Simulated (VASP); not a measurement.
# PbS in VASP: further runs, part 2 of 2

VASP 6.6.1. The steps go on from the part before.

**3. Single point, PBE (strain -0.030 along x and y, -0.015 along z)**

INCAR reads:

```
  PREC = Accurate
  ENCUT = 520
  EDIFF = 1E-7
  ISMEAR = 0
  SIGMA = 0.03
  LREAL = False
  LASPH = True
  NELM = 80
  ALGO = Normal
  ISIF = 2
  LWAVE = False
  LCHARG = False
  GGA = PE
  NBANDS = 17
```

KPOINTS reads:

```
regular mesh
0
Gamma
  10 10 10
```

POSCAR reads:

```
PbS
1.0
    0.0000000000      2.8760500000      2.9205250000
    2.8760500000      0.0000000000      2.9205250000
    2.8760500000      2.8760500000      0.0000000000
Pb S
1 1
Direct
    0.0000000000      0.0000000000      0.0000000000
    0.5000000000      0.5000000000      0.5000000000
```

Potentials or basis: VASP PAW PBE potentials, release 64 (Pb_d, S).

Started as:

```sh
$ cat potpaw_PBE.64/Pb_d/POTCAR potpaw_PBE.64/S/POTCAR > POTCAR
$ mpirun -np 1 vasp_std > vasp.out
```

OUTCAR:

```text
PREC = Accurate
   ENCUT = 520
   EDIFF = 1E-7
   ISMEAR = 0
   LREAL = False
   LASPH = True
   NELM = 80
   ISIF = 2
   GGA = PE

 ion  position               nearest neighbor table
   1  0.000  0.000  0.000-   2 2.88   2 2.88   2 2.88   2 2.88   2 2.92   2 2.92
   2  0.500  0.500  0.500-   1 2.88   1 2.88   1 2.88   1 2.88   1 2.92   1 2.92

  LATTYP: Found a body centered tetragonal cell.
 ALAT       =     4.0673489161
 C/A-ratio  =     1.4360828443

  Lattice vectors:

 A1 = (  -2.8760500000,   0.0000000000,   2.9205250000)
 A2 = (   2.8760500000,   0.0000000000,   2.9205250000)
 A3 = (   0.0000000000,   2.8760500000,  -2.9205250000)

Analysis of symmetry for initial positions (statically):
=====================================================================
 Subroutine PRICEL returns:
 Original cell was already a primitive cell.

 Routine SETGRP: Setting up the symmetry group for a
 body centered tetragonal supercell.

 Subroutine GETGRP returns: Found 16 space group operations
 (whereof 16 operations were pure point group operations)
 out of a pool of 16 trial point group operations.

The static configuration has the point symmetry D_4h.

Analysis of symmetry for dynamics (positions and initial velocities):
=====================================================================
 Subroutine PRICEL returns:
 Original cell was already a primitive cell.

 Routine SETGRP: Setting up the symmetry group for a
 body centered tetragonal supercell.

 Subroutine GETGRP returns: Found 16 space group operations
 (whereof 16 operations were pure point group operations)
 out of a pool of 16 trial point group operations.

The dynamic configuration has the point symmetry D_4h.

 Subroutine INISYM returns: Found 16 space group operations
 (whereof 16 operations are pure point group operations),
 and found     1 'primitive' translations

----------------------------------------------------------------------------------------
[... 111 lines left out ...]
   IMIX   =      4    mixing-type and parameters
     AMIX     =   0.40;   BMIX     =  1.00
     AMIX_MAG =   1.60;   BMIX_MAG =  1.00
  volume/ion in A,a.u.               =      24.16       163.02
  Fermi-wavevector in a.u.,A,eV,Ry     =   1.220085  2.305627 20.253747  1.488608
  Thomas-Fermi vector in A             =   2.355315
   LORBIT       =      0    0 simple, 1 ext, 2 COOP (PROOUT), +10 PAW based schemes
   GGA     = PE    functional components
   LHFCALC =     F    Hartree Fock is set to
   AEXX    =    0.0000 exact exchange contribution
   IVDW    =     0    specifies the selected vdW correction
   LEPSILON=     F    determine dielectric tensor
   LRPA    =     F    only Hartree local field effects (RPA)
 non-spin polarized calculation
 Gauss-broadening in eV      SIGMA  =   0.03
  energy-cutoff  :      520.00
  volume of cell :       48.32
 maximum number of plane-waves:      1318
   NGX = 15   NGY = 15   NGZ = 15

 number of electron      19.9999994 magnetization

 Free energy of the ion-electron system (eV)
  ---------------------------------------------------
  ext. energy  EPLUGINS =         0.00000000
  ---------------------------------------------------
  free energy    TOTEN  =        -8.63433410 eV

  energy without entropy =       -8.63424620  energy(sigma->0) =       -8.63429015

 E-fermi :   7.0089     XC(G=0): -10.0488

 val. band max:        6.9891983493   @ k =   0.5000   0.0000   0.0000
 cond. band min:       7.0286369688   @ k =   0.5000   0.0000   0.0000
 fundamental gap:      0.0394386195
 Fermi energy:         7.0089176589

 k-point     1 :       0.0000    0.0000    0.0000
  band No.  band energies     occupation
      1     -10.0965      2.00000
      2     -10.0965      2.00000
      3     -10.0947      2.00000
      4     -10.0876      2.00000
      5     -10.0769      2.00000
      6      -7.4535      2.00000
[... 457 lines left out ...]
      4     -10.0375      2.00000
      5     -10.0313      2.00000
      6      -6.0128      2.00000
[... 9 lines left out ...]
     16      18.0645      0.00000
     17      18.5511      0.00000

 [... further k-points ...]

------------------------ aborting loop because EDIFF is reached ----------------------------------------

  FORCE on cell =-STRESS in cart. coord.  units (eV):
  Direction    XX          YY          ZZ          XY          YZ          ZX
  --------------------------------------------------------------------------------------
  -------------------------------------------------------------------------------------
  Total        2.6251866      2.6251866      1.7976900      0.0000000      0.0000000     -0.0000000
  in kB       87.0536482     87.0536482     59.6130845      0.0000000      0.0000000     -0.0000000
  external PRESSURE =      77.9067936 kB  Pullay stress =       0.0000000 kB

 VOLUME and BASIS-vectors are now :
 -----------------------------------------------------------------------------
  energy-cutoff  :      520.00
  volume of cell :       48.32
      direct lattice vectors                 reciprocal lattice vectors
     0.000000000  2.876050000  2.920525000    -0.173849551  0.173849551  0.171202096
     2.876050000  0.000000000  2.920525000     0.173849551 -0.173849551  0.171202096
     2.876050000  2.876050000  0.000000000     0.173849551  0.173849551 -0.171202096

 POSITION                                       TOTAL-FORCE (eV/Angst)
 -----------------------------------------------------------------------------------
      0.00000      0.00000      0.00000         0.000000     -0.000000     -0.000000
      2.87605      2.87605      2.92053         0.000000      0.000000      0.000000
 -----------------------------------------------------------------------------------
    total drift:                               -0.000000      0.000000      0.000000

  FREE ENERGIE OF THE ION-ELECTRON SYSTEM (eV)
  ---------------------------------------------------
  free  energy   TOTEN  =        -8.6343340971 eV

  energy  without entropy=       -8.6342461956  energy(sigma->0) =       -8.63429015
```

OSZICAR:

```text
N       E                     dE             d eps       ncg     rms          rms(c)
DAV:   1     0.159531658072E+03    0.15953E+03   -0.98089E+03  3508   0.127E+03
DAV:   2     0.286299815503E+01   -0.15667E+03   -0.15093E+03  3731   0.319E+02
DAV:   3    -0.876127136834E+01   -0.11624E+02   -0.11505E+02  4400   0.913E+01
DAV:   4    -0.904978553720E+01   -0.28851E+00   -0.28815E+00  4562   0.154E+01
DAV:   5    -0.905997510170E+01   -0.10190E-01   -0.10189E-01  5113   0.282E+00    0.537E+00
DAV:   6    -0.863333371125E+01    0.42664E+00   -0.11288E+00  5592   0.798E+00    0.376E+00
DAV:   7    -0.863145198343E+01    0.18817E-02   -0.14368E-01  4295   0.197E+00    0.200E+00
DAV:   8    -0.863451334105E+01   -0.30614E-02   -0.14872E-02  4398   0.136E+00    0.123E-01
DAV:   9    -0.863420362305E+01    0.30972E-03   -0.27176E-03  5516   0.486E-01    0.904E-02
DAV:  10    -0.863431993012E+01   -0.11631E-03   -0.30812E-04  4091   0.122E-01    0.434E-02
DAV:  11    -0.863433347670E+01   -0.13547E-04   -0.54173E-05  4815   0.822E-02    0.248E-02
DAV:  12    -0.863433400024E+01   -0.52354E-06   -0.40401E-06  4648   0.212E-02    0.151E-03
DAV:  13    -0.863433409707E+01   -0.96837E-07   -0.20069E-07  4242   0.334E-03
   1 F= -.86343341E+01 E0= -.86342901E+01  d E =-.879015E-04
```

stdout:

```text
POSCAR found type information on POSCAR PbS
 POSCAR found :  2 types and       2 ions
 scaLAPACK will be used
 LDA part: xc-table for (Slater+PW92), standard interpolation
 POSCAR, INCAR and KPOINTS ok, starting setup
 FFT: planning ... GRIDC
 FFT: planning ... GRID_SOFT
 FFT: planning ... GRID
 WAVECAR not read
 entering main loop
```

Run time: 94 s. Hardware: 1 thread of Intel Xeon 8259CL, shared host; peak memory 0.23 GiB.

Results:

- Free energy: -8.6343 eV
- Pressure: 7.8 GPa
- Band gap on the k mesh: 0.04 eV

Levels at points of the mesh, in eV from the valence-band top:
```csv
k point,band 7,band 8,band 9,band 10,band 11,band 12,band 13,band 14
"(0.00, 0.00, 0.00)",-6.00,-2.73,-2.73,-2.60,5.08,5.46,5.46,6.35
"(0.50, 0.00, 0.00)",-9.45,-2.25,-2.21,0.00,0.04,1.62,1.71,8.64
"(0.50, 0.50, 0.00)",-7.37,-5.99,-4.06,-4.06,3.44,5.61,5.93,5.93
"(0.50, 0.00, 0.50)",-7.47,-6.01,-4.18,-4.01,3.37,5.66,5.79,6.02
```

Caveat: the cell differs from its parent crystal (strain -0.030 along x and y, -0.015 along z); the cell stands under pressure; spin-orbit coupling is left out, which moves the levels of the heavy elements.

**4. Single point, PBE (strain -0.015 along x and y, -0.030 along z)**

INCAR reads:

```
SYSTEM = PbS
PREC = Accurate ; ENCUT = 520
EDIFF = 1E-6 ; ISMEAR = 0
SIGMA = 0.03 ; LREAL = .FALSE.
LASPH = .TRUE. ; NELM = 60
ALGO = Normal ; ISIF = 2
LWAVE = .FALSE. ; LCHARG = .FALSE.
GGA = PE ; NBANDS = 17
```

KPOINTS reads:

```
Automatic mesh
0
G
  10 10 10
  0 0 0
```

POSCAR reads:

```
PbS
1.0
    0.0000000000      2.9205250000      2.8760500000
    2.9205250000      0.0000000000      2.8760500000
    2.9205250000      2.9205250000      0.0000000000
Pb S
1 1
Direct
    0.0000000000      0.0000000000      0.0000000000
    0.5000000000      0.5000000000      0.5000000000
```

Started as:

```sh
$ cat potpaw_PBE.64/Pb_d/POTCAR potpaw_PBE.64/S/POTCAR > POTCAR
$ mpirun -np 1 vasp_std > vasp.out
```

Run time: 80 s. Hardware: 1 thread of Intel Xeon 8259CL, shared host; peak memory 0.23 GiB.

Results (log left out):

| Property | Result |
| --- | --- |
| Free energy | -8.6680 eV |
| Pressure | 6.5 GPa |
| Band gap on the k mesh | 0.11 eV |

Stress tensor (GPa, compression positive):
```
5.64 0.00 0.00
0.00 5.64 0.00
0.00 0.00 8.35
```

Levels at points of the mesh, in eV from the valence-band top:
```
           k point  band 8  band 9  band 10  band 11  band 12  band 13
(0.00, 0.00, 0.00)   -2.67   -2.54    -2.54     5.18     5.18     5.56
(0.50, 0.00, 0.00)   -2.15   -2.12     0.00     0.11     1.68     1.78
(0.50, 0.50, 0.00)   -5.85   -3.97    -3.97     3.45     5.77     5.77
(0.50, 0.00, 0.50)   -5.83   -4.02    -3.86     3.52     5.64     5.69
```

Caveat: the cell differs from its parent crystal (strain -0.015 along x and y, -0.030 along z); the cell stands under pressure; spin-orbit coupling is left out, which moves the levels of the heavy elements.

**5. Single point, PBE (strain -0.030 along x and y, +0.015 along z)**

INCAR reads:

```
PREC = Accurate
ENCUT = 520
EDIFF = 1E-6
ISMEAR = 0
SIGMA = 0.03
LREAL = F
LASPH = T
NELM = 60
ALGO = Normal
ISIF = 2
LWAVE = F
LCHARG = F
GGA = PE
NBANDS = 17
```

KPOINTS reads:

```
regular mesh
0
Gamma
  10 10 10
```

POSCAR reads:

```
PbS
1.0
    0.0000000000      2.8760500000      3.0094750000
    2.8760500000      0.0000000000      3.0094750000
    2.8760500000      2.8760500000      0.0000000000
Pb S
1 1
Direct
    0.0000000000      0.0000000000      0.0000000000
    0.5000000000      0.5000000000      0.5000000000
```

Started as:

```sh
$ cat potpaw_PBE.64/Pb_d/POTCAR potpaw_PBE.64/S/POTCAR > POTCAR
$ mpirun -np 1 vasp_std > vasp.out
```

It took 73 s on 1 thread of Intel Xeon 8259CL, shared host; peak memory 0.24 GiB.

It converged, with:

```
Free energy            : -8.6666 eV
Pressure               : 5.7 GPa
Band gap on the k mesh : 0.12 eV
```

Stress tensor (GPa, compression positive):
```
7.99 0.00 0.00
0.00 7.99 0.00
0.00 0.00 1.20
```

Levels at points of the mesh, in eV from the valence-band top:
```csv
k point,band 7,band 8,band 9,band 10,band 11,band 12,band 13,band 14
"(0.00, 0.00, 0.00)",-6.03,-2.64,-2.64,-2.29,4.58,5.62,5.62,6.33
"(0.50, 0.00, 0.00)",-9.25,-2.15,-2.03,0.00,0.12,1.64,1.90,8.60
"(0.50, 0.50, 0.00)",-7.18,-5.67,-3.80,-3.80,3.68,5.29,5.96,5.96
"(0.50, 0.00, 0.50)",-7.45,-5.75,-4.13,-3.66,3.49,5.18,5.81,6.19
```

Caveat: the cell differs from its parent crystal (strain -0.030 along x and y, +0.015 along z); the cell stands under pressure; spin-orbit coupling is left out, which moves the levels of the heavy elements. A k mesh can miss the band edges.

**6. Summary**

| cell | gap on the mesh (eV) | pressure (GPa) |
| --- | --- | --- |
| a = 4.319 Å, angles 60.0°, 2 atoms | 0.65 | -2.4 |
| a = 4.099, b = 4.099, c = 4.067 Å, angles 60.3, 60.3, 59.5°, 2 atoms | 0.04 | 7.8 |
| a = 4.099, b = 4.099, c = 4.130 Å, angles 59.7, 59.7, 60.5°, 2 atoms | 0.11 | 6.5 |
| a = 4.163, b = 4.163, c = 4.067 Å, angles 60.8, 60.8, 58.5°, 2 atoms | 0.12 | 5.7 |

Alike in all rows: task single point; level PBE; potentials or basis VASP PAW PBE potentials, release 64 (Pb_d, S); no spin polarisation; k mesh 10 × 10 × 10; cutoff (eV) 520; smearing gaussian 0.03 eV.

Caveats: spin-orbit coupling is left out, which moves the levels of the heavy elements; the cell stands under pressure (at least some runs).

Absolute energies hang on the potentials; compare differences alone.
